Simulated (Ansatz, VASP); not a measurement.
# Two plane-wave programs on Si3SnO8

```xyz
12
Lattice="3.1049 -3.0102 0.0000 3.1049 3.0102 0.0000 0.0000 0.0000 5.6472" Properties=species:S:1:pos:R:3 pbc="T T T"
Si    3.1049    0.0000    0.0000
Si    0.0000    0.0000    4.2991
Si    0.0000    0.0000    1.3481
O     1.2062    0.0000    0.0000
O     5.0036    0.0000    0.0000
O     3.1049   -1.2297    4.3894
O     3.1049    1.2297    4.3894
O     1.0870    0.0000    2.8236
O     5.1228    0.0000    2.8236
O     3.1049   -1.2297    1.2578
O     3.1049    1.2297    1.2578
Sn    3.1049    0.0000    2.8236
```

Alike in both runs: task single point; functional r2SCAN; k mesh 6 × 6 × 4; no spin polarisation.

|  | VASP | Ansatz |
| --- | --- | --- |
| version | VASP 6.6.1 | Ansatz 0.2.0 |
| potentials or method | VASP PAW PBE potentials, release 64 (Si, O, Sn_d) | plane waves, PAW |
| plane-wave cutoff (eV) | 520 | 500 |
| occupations | gaussian, width 0.01 eV | fixed |
| valence electrons in the cell | 74 | 74 |

|  | VASP | Ansatz | Ansatz less VASP |
| --- | --- | --- | --- |
| gap on the k mesh at the Fermi level (eV) | 4.37 | 4.35 | -0.016 |
| pressure (GPa) | 0.8 | 0.0 | -0.79 |
| rms of the force components (eV/Å) | 0.032 | 0.000 | -0.0313 |

VASP's potentials were made for PBE, not for r2SCAN.
